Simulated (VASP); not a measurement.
# AlSi23O47 (a cell with a defect) in VASP: single point with PBE

Aim: the single point of AlSi23O47 (a cell with a defect) with PBE.

Everything below comes from runs of VASP 6.6.1. Logs are shortened: lines on timing, memory, paths and dates and some standing lists are left out, and cuts for length are marked.

## (1) The cell of the first run

The cell holds a defect, 71 atoms: a = 9.902 Å, b = 9.902 Å, c = 10.886 Å, α = 90.00°, β = 90.00°, γ = 120.00°.

## (2) Single point, PBE

Input file INCAR:

```
ALGO = Normal ; EDIFF = 1E-6
ENCUT = 520 ; GGA = PE
GGA_COMPAT = F ; ISIF = 2
ISMEAR = -1 ; ISYM = 0
LASPH = T ; LCHARG = F
LREAL = Auto ; LWAVE = F
NBANDS = 230 ; NELECT = 378.0
NELM = 120 ; PREC = Accurate
SIGMA = 0.05
```

Input file KPOINTS:

```
Automatic mesh
0
Gamma
  1 1 1
  0.25 0.25 0.25
```

Input file POSCAR:

```
AlSi23O47
1.0
    9.9016390000      0.0000000000      0.0000000000
   -4.9508190000      8.5750710000      0.0000000000
    0.0000000000      0.0000000000     10.8858800000
Si Al O
23 1 47
Direct
    0.2406510000      0.0040710000      0.1687210000
    0.2357510000      0.0196160000      0.6513880000
    0.2314950000      0.4965380000      0.1658890000
    0.2299160000      0.4930810000      0.6716300000
    0.7308500000      0.9996250000      0.1674410000
    0.7336060000      0.9999720000      0.6649960000
    0.7364600000      0.5017290000      0.1654200000
    0.7411630000      0.5030580000      0.6629020000
    0.0047020000      0.2273420000      0.3367400000
    0.9958120000      0.2347050000      0.8365820000
    0.0030380000      0.7373360000      0.3328500000
    0.0064240000      0.7495630000      0.8263780000
    0.5085390000      0.2384520000      0.3357690000
    0.4995130000      0.2371600000      0.8301670000
    0.4977560000      0.7335970000      0.3322930000
    0.4978500000      0.7374050000      0.8345950000
    0.2648490000      0.2649390000      0.9982200000
    0.2635590000      0.7655400000      0.9994010000
    0.2637450000      0.7611630000      0.5018600000
    0.7572850000      0.2599290000      0.0017940000
    0.7710710000      0.2650470000      0.4962640000
    0.7658210000      0.7683640000      0.9979060000
    0.7640380000      0.7642260000      0.4971850000
    0.2615560000      0.2355060000      0.5128600000
    0.2092630000      0.1338110000      0.1051110000
    0.2001560000      0.6273340000      0.1022320000
    0.2040320000      0.6248910000      0.6040960000
    0.6951070000      0.1289700000      0.1088660000
    0.7047960000      0.1321940000      0.6035260000
    0.7103230000      0.6362940000      0.1043570000
    0.7055000000      0.6313280000      0.6022900000
    0.3754680000      0.0771320000      0.2718790000
    0.3652580000      0.0815910000      0.7662270000
    0.3643470000      0.5731840000      0.2714550000
    0.3601780000      0.5762240000      0.7802230000
    0.8603420000      0.0720520000      0.2744080000
    0.8664370000      0.0744080000      0.7712540000
    0.8712060000      0.5769360000      0.2698490000
    0.8770430000      0.5854260000      0.7657850000
    0.4432370000      0.2897530000      0.4484470000
    0.4274680000      0.2967910000      0.9378780000
    0.4263630000      0.7905020000      0.4410560000
    0.4289490000      0.7983250000      0.9432200000
    0.9354680000      0.2916510000      0.4442900000
    0.9193040000      0.2818050000      0.9483160000
    0.9268950000      0.7935280000      0.4389380000
    0.9273730000      0.7997370000      0.9357290000
    0.1271060000      0.1849010000      0.3924370000
    0.1315860000      0.2060150000      0.8921270000
    0.1337830000      0.7052990000      0.3926660000
    0.1371460000      0.7181890000      0.8895360000
    0.6494290000      0.2099400000      0.3822370000
    0.6288150000      0.2030920000      0.8927480000
    0.6343360000      0.7074940000      0.3889320000
    0.6323350000      0.7086660000      0.8925060000
    0.0738970000      0.3606500000      0.2282630000
    0.0641890000      0.3754310000      0.7385050000
    0.0779720000      0.8714580000      0.2282870000
    0.0756700000      0.8835590000      0.7220920000
    0.5758090000      0.3704460000      0.2266930000
    0.5833480000      0.3743340000      0.7292640000
    0.5683890000      0.8638040000      0.2245320000
    0.5721980000      0.8677880000      0.7265450000
    0.2925350000      0.4263110000      0.0583350000
    0.2819120000      0.4021780000      0.5820080000
    0.2946950000      0.9261320000      0.0626040000
    0.2929190000      0.9212080000      0.5624750000
    0.7912140000      0.4253870000      0.0580290000
    0.7973910000      0.4262370000      0.5572550000
    0.7913830000      0.9287520000      0.0593270000
    0.7912870000      0.9247420000      0.5590660000
```

Potentials or basis: VASP PAW PBE potentials, release 64 (Si, Al, O).

Command:

```sh
$ cat potpaw_PBE.64/Si/POTCAR potpaw_PBE.64/Al/POTCAR potpaw_PBE.64/O/POTCAR > POTCAR
$ mpirun -np 1 vasp_std > vasp.out
```

OUTCAR:

```text
EDIFF = 1E-6
   ENCUT = 520
   GGA = PE
   ISIF = 2
   ISMEAR = -1
   ISYM = 0
   LASPH = T
   LREAL = Auto
   NELECT = 378.0
   NELM = 120
   PREC = Accurate

 ion  position               nearest neighbor table
   1  0.241  0.004  0.169-  32 1.61  58 1.62  25 1.62  66 1.62  11 3.08  17 3.09  18 3.09  13 3.09

   2  0.236  0.020  0.651-  67 1.66  59 1.67  33 1.67  24 2.52  14 3.10  12 3.14
   3  0.231  0.497  0.166-  56 1.61  34 1.62  64 1.62  26 1.63  17 3.08  15 3.09   9 3.10  18 3.10

   4  0.230  0.493  0.672-  65 1.58  27 1.63  57 1.63  35 1.64  10 3.04  16 3.10  19 3.11  24 3.22

   5  0.731  1.000  0.167-  36 1.61  62 1.62  28 1.62  70 1.63  20 3.05  15 3.07  22 3.09   9 3.12

   6  0.734  1.000  0.665-  29 1.62  63 1.62  71 1.62  37 1.63  21 3.07  16 3.09  23 3.10  10 3.10

   7  0.736  0.502  0.165-  60 1.61  30 1.62  38 1.62  68 1.63  20 3.07  13 3.07  11 3.09  22 3.10

   8  0.741  0.503  0.663-  61 1.61  31 1.62  39 1.62  69 1.62  23 3.07  12 3.10  21 3.10  14 3.11
[... 15 lines left out ...]
  16  0.498  0.737  0.835-  35 1.61  55 1.62  43 1.62  63 1.63  18 3.05  22 3.08   6 3.09   4 3.10

  17  0.265  0.265  0.998-  41 1.62  64 1.62  25 1.62  49 1.63   3 3.08  14 3.08  10 3.08   1 3.09

  18  0.264  0.766  0.999-  66 1.61  43 1.62  51 1.62  26 1.63  16 3.05   1 3.09   3 3.10  12 3.11

  19  0.264  0.761  0.502-  67 1.60  27 1.62  42 1.63  50 1.63  15 3.08  11 3.08   4 3.11
  20  0.757  0.260  0.002-  45 1.62  28 1.62  68 1.62  53 1.62   5 3.05   7 3.07  10 3.08  14 3.08

  21  0.771  0.265  0.496-  44 1.62  52 1.62  69 1.62  29 1.63  13 3.03   9 3.06   6 3.07   8 3.10

  22  0.766  0.768  0.998-  47 1.62  70 1.62  55 1.62  30 1.62  16 3.08   5 3.09   7 3.10  12 3.10

  23  0.764  0.764  0.497-  31 1.62  46 1.62  71 1.62  54 1.62   8 3.07  15 3.08  11 3.08   6 3.10

  24  0.262  0.236  0.513-  65 1.73  40 1.75  48 1.75   2 2.52  13 3.10   9 3.15   4 3.22
  25  0.209  0.134  0.105-   1 1.62  17 1.62
  26  0.200  0.627  0.102-   3 1.63  18 1.63
  27  0.204  0.625  0.604-  19 1.62   4 1.63
  28  0.695  0.129  0.109-  20 1.62   5 1.62
  29  0.705  0.132  0.604-   6 1.62  21 1.63
  30  0.710  0.636  0.104-   7 1.62  22 1.62
[... 39 lines left out ...]
  70  0.791  0.929  0.059-  22 1.62   5 1.63
  71  0.791  0.925  0.559-  23 1.62   6 1.62

IMPORTANT INFORMATION: All symmetrisations will be switched off!
NOSYMM: (Re-)initialisation of all symmetry stuff for point group C_1.

----------------------------------------------------------------------------------------

                                     Primitive cell

  volume of cell :     924.2902

  direct lattice vectors                    reciprocal lattice vectors
     9.901639000  0.000000000  0.000000000     0.100993381  0.058308549  0.000000000
    -4.950819000  8.575071000  0.000000000     0.000000000  0.116617110  0.000000000
     0.000000000  0.000000000 10.885880000     0.000000000  0.000000000  0.091862119

  length of vectors
     9.901639000  9.901638825 10.885880000     0.116617108  0.116617110  0.091862119

  position of ions in fractional coordinates (direct lattice)
     0.240651000  0.004071000  0.168721000
     0.235751000  0.019616000  0.651388000
     0.231495000  0.496538000  0.165889000
     0.229916000  0.493081000  0.671630000
     0.730850000  0.999625000  0.167441000
     0.733606000  0.999972000  0.664996000
[... 63 lines left out ...]
     0.791383000  0.928752000  0.059327000
     0.791287000  0.924742000  0.559066000

  ion indices of the primitive-cell ions
   primitive index   ion index
                 1           1
                 2           2
                 3           3
                 4           4
                 5           5
                 6           6
[... 63 lines left out ...]
                70          70
                71          71

----------------------------------------------------------------------------------------

 KPOINTS: Automatic mesh

Automatic generation of k-mesh.
 Grid dimensions read from file:
 generate k-points for:    1    1    1

 Generating k-lattice:

  Cartesian coordinates                     Fractional coordinates (reciprocal lattice)
     0.100993381  0.058308549  0.000000000     1.000000000 -0.000000000  0.000000000
     0.000000000  0.116617110  0.000000000     0.000000000  1.000000000  0.000000000
     0.000000000  0.000000000  0.091862119     0.000000000  0.000000000  1.000000000

  Length of vectors
     0.116617108  0.116617110  0.091862119

  Shift w.r.t. Gamma in fractional coordinates (k-lattice)
     0.250000000  0.250000000  0.250000000

 Subroutine IBZKPT returns following result:
 ===========================================

 Found      6 irreducible k-points:

 Following reciprocal coordinates:
            Coordinates               Weight
  0.250000  0.250000  0.250000      2.000000
 -0.250000  0.500000  0.250000      2.000000
  0.500000  0.250000  0.250000      2.000000
 -0.250000 -0.250000  0.250000      2.000000
  0.250000  0.500000  0.250000      2.000000
  0.500000 -0.250000  0.250000      2.000000
   k-points           NKPTS =      6   k-points in BZ     NKDIM =      6   number of bands    NBANDS=    230
   number of dos      NEDOS =    301   number of ions     NIONS =     71
   total plane-waves  NPLWV = 537600
   dimension x,y,z NGX =    80 NGY =   80 NGZ =   84
   dimension x,y,z NGXF=   160 NGYF=  160 NGZF=  168
   ions per type =              23   1  47
   NGX,Y,Z   is equivalent  to a cutoff of  13.43, 13.43, 12.83 a.u.
   NGXF,Y,Z  is equivalent  to a cutoff of  26.86, 26.86, 25.66 a.u.
 SYSTEM =  unknown system
   PREC   = accura    normal or accurate (medium, high low for compatibility)
   ISTART =      0    job   : 0-new  1-cont  2-samecut
   ICHARG =      2    charge: 1-file 2-atom 10-const
   ISPIN  =      1    spin polarized calculation?
   LNONCOLLINEAR =      F non collinear calculations
   LSORBIT =      F    spin-orbit coupling
   LASPH  =      T    aspherical Exc in radial PAW
   ENCUT  =  520.0 eV  38.22 Ry    6.18 a.u.  18.41 18.41 20.24*2*pi/ulx,y,z
   NELM   =    120;   NELMIN=  2; NELMDL= -5     # of ELM steps
   EDIFF  = 0.1E-05   stopping-criterion for ELM
   LREAL  =      T    real-space projection
   EDIFFG = 0.1E-04   stopping-criterion for IOM
   NSW    =      0    number of steps for IOM
   IBRION =     -1    ionic relax: 0-MD 1-quasi-New 2-CG
   NFREE  =      0    steps in history (QN), initial steepest desc. (CG)
   ISIF   =      2    stress and relaxation
   ISYM   =      0    0-nonsym 1-usesym 2-fastsym
   POTIM  = 0.5000    time-step for ionic-motion
   TEBEG  =    0.0;   TEEND  =   0.0 temperature during run
   PSTRESS=    0.0 pullay stress
   NELECT =     378.0000    total number of electrons
   NUPDOWN=      -1.0000    fix difference up-down
   EMIN   =  10.00;   EMAX   =-10.00  energy-range for DOS
   EFERMI =   0.00;   METHOD = LEGACY
   ISMEAR =    -1;   SIGMA  =   0.05  broadening in eV -4-tet -1-fermi 0-gaus
   EFERMI_NEDOS =   21; number of points for ismear=-14 and -15
   IALGO  =     38    algorithm
   IMIX   =      4    mixing-type and parameters
     AMIX     =   0.40;   BMIX     =  1.00
     AMIX_MAG =   1.60;   BMIX_MAG =  1.00
  volume/ion in A,a.u.               =      13.02        87.85
  Fermi-wavevector in a.u.,A,eV,Ry     =   1.215167  2.296333 20.090783  1.476631
  Thomas-Fermi vector in A             =   2.350563
   LORBIT       =      0    0 simple, 1 ext, 2 COOP (PROOUT), +10 PAW based schemes
   GGA     = PE    functional components
   LHFCALC =     F    Hartree Fock is set to
   AEXX    =    0.0000 exact exchange contribution
   IVDW    =     0    specifies the selected vdW correction
   LEPSILON=     F    determine dielectric tensor
   LRPA    =     F    only Hartree local field effects (RPA)
 non-spin polarized calculation
  energy-cutoff  :      520.00
  volume of cell :      924.29
 maximum number of plane-waves:     24895
 NGX is ok and might be reduce to    80
   NGX = 37   NGY = 37   NGZ = 41

 number of electron     377.9999990 magnetization

 Free energy of the ion-electron system (eV)
  ---------------------------------------------------
  ext. energy  EPLUGINS =         0.00000000
  ---------------------------------------------------
  free energy    TOTEN  =      -553.47972532 eV

  energy without entropy =     -553.47972532  energy(sigma->0) =     -553.47972532

 E-fermi :   3.6840     XC(G=0):  -9.0887

 val. band max:        2.4061665418   @ k =   0.2500   0.5000   0.2500
 cond. band min:       7.4491911266   @ k =   0.5000   0.2500   0.2500
 fundamental gap:      5.0430245848
 Fermi energy:         3.6839920804

 k-point     1 :       0.2500    0.2500    0.2500
  band No.  band energies     occupation
      1     -18.3764      2.00000
      2     -18.2474      2.00000
      3     -18.1936      2.00000
      4     -18.1379      2.00000
      5     -18.0367      2.00000
      6     -17.9331      2.00000
[... 1213 lines left out ...]
    200       9.5758      0.00000
    201       9.6814      0.00000
 [bands above 201 left out]

------------------------ aborting loop because EDIFF is reached ----------------------------------------

  FORCE on cell =-STRESS in cart. coord.  units (eV):
  Direction    XX          YY          ZZ          XY          YZ          ZX
  --------------------------------------------------------------------------------------
  -------------------------------------------------------------------------------------
  Total       26.0731598     24.5338922     25.2192652      0.9221985      2.0229503     -2.9983478
  in kB       45.1955727     42.5273851     43.7154200      1.5985515      3.5066098     -5.1973772
  external PRESSURE =      43.8127926 kB  Pullay stress =       0.0000000 kB

 VOLUME and BASIS-vectors are now :
 -----------------------------------------------------------------------------
  energy-cutoff  :      520.00
  volume of cell :      924.29
      direct lattice vectors                 reciprocal lattice vectors
     9.901639000  0.000000000  0.000000000     0.100993381  0.058308549  0.000000000
    -4.950819000  8.575071000  0.000000000     0.000000000  0.116617110  0.000000000
     0.000000000  0.000000000 10.885880000     0.000000000  0.000000000  0.091862119

 POSITION                                       TOTAL-FORCE (eV/Angst)
 -----------------------------------------------------------------------------------
      2.36268      0.03491      1.83668        -0.020539      0.000142     -0.008486
      2.23721      0.16821      7.09093        -0.105777      0.119896     -0.093147
     -0.16609      4.25785      1.80585        -0.029044     -0.006496      0.000291
     -0.16461      4.22820      7.31128        -0.034674      0.036712      0.006035
      2.28765      8.57186      1.82274        -0.021258     -0.000772     -0.002896
      2.31322      8.57483      7.23907        -0.027439     -0.009206      0.004983
[... 63 lines left out ...]
      3.23791      7.96411      0.64583         0.037804      0.075113     -0.042498
      3.25681      7.92973      6.08593         0.036328      0.070318     -0.039621
 -----------------------------------------------------------------------------------
    total drift:                               -0.015855      0.016250      0.024502

  FREE ENERGIE OF THE ION-ELECTRON SYSTEM (eV)
  ---------------------------------------------------
  free  energy   TOTEN  =      -553.4797253245 eV

  energy  without entropy=     -553.4797253244  energy(sigma->0) =     -553.47972532
```

Run time: 1.7 h. Hardware: 1 thread of Intel Xeon 8259CL, shared host; peak memory 1.5 GiB.

What came out:

```
Free energy   : -553.4797 eV
Largest force : 0.185 eV/Å
```

Forces in eV/Å, atoms in the order of the input:
```
Si  -0.021  0.000 -0.008
Si  -0.106  0.120 -0.093
Si  -0.029 -0.006  0.000
Si  -0.035  0.037  0.006
Si  -0.021 -0.001 -0.003
Si  -0.027 -0.009  0.005
Si  -0.023  0.010 -0.008
Si  -0.017 -0.015  0.009
Si   0.000 -0.001 -0.021
Si  -0.001 -0.027  0.024
Si   0.010 -0.022 -0.019
Si   0.017 -0.014  0.016
Si   0.012 -0.025 -0.046
Si   0.020  0.004  0.007
Si   0.007 -0.032 -0.005
Si   0.007 -0.015 -0.001
Si   0.015  0.017  0.012
Si  -0.003  0.009  0.001
Si   0.013  0.006  0.010
Si   0.012  0.016  0.003
Si  -0.002  0.028  0.003
Si   0.014  0.011  0.013
Si   0.000  0.012 -0.009
Al   0.036 -0.050  0.066
O   -0.085  0.000  0.043
O   -0.091 -0.003  0.042
O   -0.080 -0.015  0.041
O   -0.093  0.006  0.038
O   -0.094  0.006  0.039
O   -0.080  0.002  0.047
O   -0.094  0.005  0.042
O    0.055 -0.066  0.056
O    0.033 -0.082  0.031
O    0.051 -0.073  0.060
O    0.024 -0.077  0.035
O    0.047 -0.061  0.055
O    0.052 -0.069  0.035
O    0.052 -0.067  0.044
O    0.051 -0.074  0.043
O   -0.047  0.081  0.127
O    0.051  0.071  0.040
O    0.043  0.072  0.053
O    0.055  0.073  0.044
O    0.055  0.079  0.056
O    0.052  0.055  0.056
O    0.039  0.062  0.053
O    0.051  0.068  0.044
O    0.134 -0.080  0.026
O    0.043 -0.075 -0.056
O    0.055 -0.070 -0.039
O    0.042 -0.065 -0.048
O    0.047 -0.072 -0.062
O    0.036 -0.079 -0.056
O    0.054 -0.073 -0.041
O    0.048 -0.076 -0.052
O   -0.094 -0.007 -0.043
O   -0.104  0.032 -0.039
O   -0.092  0.002 -0.044
O   -0.108  0.032 -0.072
O   -0.107 -0.008 -0.036
O   -0.078  0.010 -0.048
O   -0.088 -0.008 -0.048
O   -0.078  0.007 -0.048
O    0.039  0.072 -0.047
O    0.098 -0.032 -0.077
O    0.035  0.071 -0.041
O    0.039  0.082 -0.037
O    0.039  0.079 -0.054
O    0.036  0.069 -0.044
O    0.038  0.075 -0.042
O    0.036  0.070 -0.040
```

Levels at points of the mesh, in eV from the Fermi level:
```tsv
k point	band 186	band 187	band 188	band 189	band 190	band 191	band 192	band 193
(0.25, 0.25, 0.25)	-2.60	-2.50	-2.41	-1.30	3.77	4.24	4.44	4.65
```

Caveat: the cell carries a net charge on a neutralising background, which shifts energy and pressure; the cell is charged against a uniform background, so pressure and absolute levels hang on convention.
